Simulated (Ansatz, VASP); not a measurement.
# One calculation of Si2Sn, two programs

```
CELL_PARAMETERS angstrom
4.58301 0.00000 0.00000
-2.29151 3.96901 0.00000
0.00000 0.00000 3.15335
ATOMIC_POSITIONS crystal
Si 0.33333 0.66667 0.50363
Si 0.66667 0.33333 0.49637
Sn 0.00000 0.00000 0.00000
```

Change from the starting cell: species swapped into the SmCd2 type (P-3m1, No. 164).

Alike in both runs: functional PBE; k mesh 5 × 5 × 6; occupations gaussian, width 0.2 eV; no spin polarisation.

Ansatz relaxed the structure, and its values are those at the end. VASP's run is a single point on that final structure, the one shown.

```csv
,VASP,Ansatz
version,VASP 6.6.1,Ansatz 0.2.0
potentials or method,"VASP PAW PBE potentials, release 64 (Si, Sn_d), cutoff 500 eV","scalar-relativistic, plane waves, PAW"
valence electrons in the cell,22,22
```

|  | VASP | Ansatz | Ansatz less VASP |
| --- | --- | --- | --- |
| gap on the k mesh at the Fermi level (eV) | none | none | - |
| pressure (GPa) | -0.4 | -0.3 | +0.07 |
| rms of the force components (eV/Å) | 0.007 | 0.007 | 0.0000 |

A gap of «none» marks a metal or a gap that the smearing closes.
